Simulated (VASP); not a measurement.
Wanted: the native input for a VASP 6.6.1 run.

- Task: relaxation of cell and atoms
- Functional: PBE
- Potentials or basis: VASP PAW PBE potentials, release 64 (Al, Ga_d, Sb)
- Cutoff: 600 eV
- k mesh: 6 × 6 × 6
- Occupations: gaussian, width 0.1 eV
- Spin: no spin polarisation
- Dipole correction: no
- Further INCAR settings: ALGO = Normal; EDIFF = 1e-06; IBRION = 2; EDIFFG = -0.01; NSW = 100; ISIF = 3

The structure of AlGa3Sb4 lies in POSCAR:

```
AlGa3Sb4
1.0
    6.2164310000      0.0000000000      0.0000000000
    0.0000000000      6.2164310000      0.0000000000
    0.0000000000      0.0000000000      6.2164310000
Al Ga Sb
1 3 4
Direct
    0.5000000000      0.5000000000      0.5000000000
    0.5000000000      0.0000000000      0.0000000000
    0.0000000000      0.5000000000      0.0000000000
    0.0000000000      0.0000000000      0.5000000000
    0.7500880000      0.7500880000      0.2499120000
    0.7500880000      0.2499120000      0.7500880000
    0.2499120000      0.7500880000      0.7500880000
    0.2499120000      0.2499120000      0.2499120000
```

The input as run:

INCAR

```
  PREC = Accurate
  ENCUT = 600
  EDIFF = 1E-6
  ISMEAR = 0
  SIGMA = 0.1
  LREAL = F
  LASPH = T
  NELM = 60
  ALGO = Normal
  ISIF = 3
  LWAVE = F
  LCHARG = F
  GGA = PE
  IBRION = 2
  NSW = 100
  EDIFFG = -0.01
```

KPOINTS

```
regular mesh
0
Gamma
  6 6 6
```

Potentials or basis: VASP PAW PBE potentials, release 64 (Al, Ga_d, Sb).

Launch:

```bash
$ cat potpaw_PBE.64/Al/POTCAR potpaw_PBE.64/Ga_d/POTCAR potpaw_PBE.64/Sb/POTCAR > POTCAR
$ mpirun -np 1 vasp_std > vasp.out
```

Results of the run:

```yaml
Relaxed_volume: 30.12 Å³/atom
Relaxed_cell: a = 6.222 Å, b = 6.222 Å, c = 6.222 Å, α = 90.00°, β = 90.00°, γ = 90.00°
Space_group_after_relaxing_to_0.1_Å: P-43m (No. 215)
Energy_gained_by_relaxing: 0.0 meV/atom
Ionic_steps: 2
Pressure_after_relaxing: 0.0 GPa
Largest_force_after_relaxing: 0.005 eV/Å
Band_gap_on_the_k_mesh: 0.04 eV
```

Caveat: the smearing spreads over this small gap; semilocal functionals underestimate gaps, and a narrow one can read as zero; spin-orbit coupling is left out, which moves the levels of the heavy elements.

Run time: 7.9 min on 1 thread of AMD EPYC 7R13, with other jobs on the host, peak memory 0.46 GiB.
